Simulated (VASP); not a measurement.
The system is CuO.

```xyz
4
Lattice="2.3446 -1.7134 0.0000 2.3446 1.7134 0.0000 -0.8605 0.0000 5.0594" Properties=species:S:1:pos:R:3 pbc="T T T"
Cu    1.1723    0.8457    0.0000
Cu    0.7420   -0.8457    2.5297
O     2.0724   -0.2841    1.2836
O     1.6421    0.2841    3.8133
```

| Item | Value |
| --- | --- |
| Program | VASP 6.6.1 |
| Task | relaxation of cell and atoms |
| Functional | PBEsol |
| Potentials or basis | VASP PAW PBE potentials, release 64 (Cu, O) |
| Cutoff | 600 eV |
| k mesh | 10 × 10 × 5 |
| Occupations | fermi-dirac, width 0.05 eV |
| Spin | no spin polarisation |
| Hubbard terms | Cu d U = 4.5 eV |

At the start: pressure -5.7 GPa; volume 10.16 Å³/atom.

Problem. Where does the relaxation end?

Solution. Over 50 steps the energy falls by 31.1 meV/atom and the volume is 10.44 Å³/atom (+2.7 %); space group Cc (No. 9, to 0.1 Å) before, C2/c (No. 15, to 0.1 Å).

Step by step:
```csv
step,energy change (eV),largest force (eV/Å),pressure (GPa),volume (Å³)
1,0.0000,0.6858,-5.69,40.65
3,-0.0730,0.1656,1.69,38.94
5,-0.0779,0.1026,0.02,39.33
7,-0.0849,0.0383,-0.25,39.65
9,-0.0909,0.0754,-0.07,40.16
11,-0.1010,0.0454,0.79,40.36
13,-0.1082,0.0973,2.01,40.72
15,-0.1158,0.1250,-1.58,42.03
17,-0.1164,0.1151,-0.67,41.74
19,-0.1196,0.0640,-0.68,41.78
21,-0.1206,0.1149,-0.84,41.81
23,-0.1220,0.0578,0.51,41.52
25,-0.1225,0.0337,0.16,41.62
27,-0.1227,0.0181,-0.16,41.67
29,-0.1228,0.0200,-0.08,41.66
31,-0.1229,0.0238,0.07,41.65
33,-0.1232,0.0647,0.46,41.64
35,-0.1233,0.0440,0.27,41.65
37,-0.1235,0.0524,0.18,41.71
39,-0.1237,0.0484,-0.13,41.79
41,-0.1240,0.0193,-0.20,41.81
43,-0.1241,0.0202,-0.06,41.77
45,-0.1241,0.0220,0.22,41.72
47,-0.1243,0.0141,0.12,41.72
49,-0.1243,0.0098,-0.10,41.75
50,-0.1243,0.0089,-0.01,41.75
```

Final structure:
```
Cu O
1.0
     2.09429   -1.95998    0.11872
     2.09429    1.95998    0.11872
    -0.50503    0.00000    5.05705
Cu O
2 2
Direct
  0.99432 0.49409 0.00185
  0.49409 0.99432 0.50185
  0.50839 0.48020 0.25185
  0.48020 0.50839 0.75185
```

Caveat: the PAW data sets were made with another functional, which shifts forces and pressure a little; U without spin polarisation on a metal has little footing.
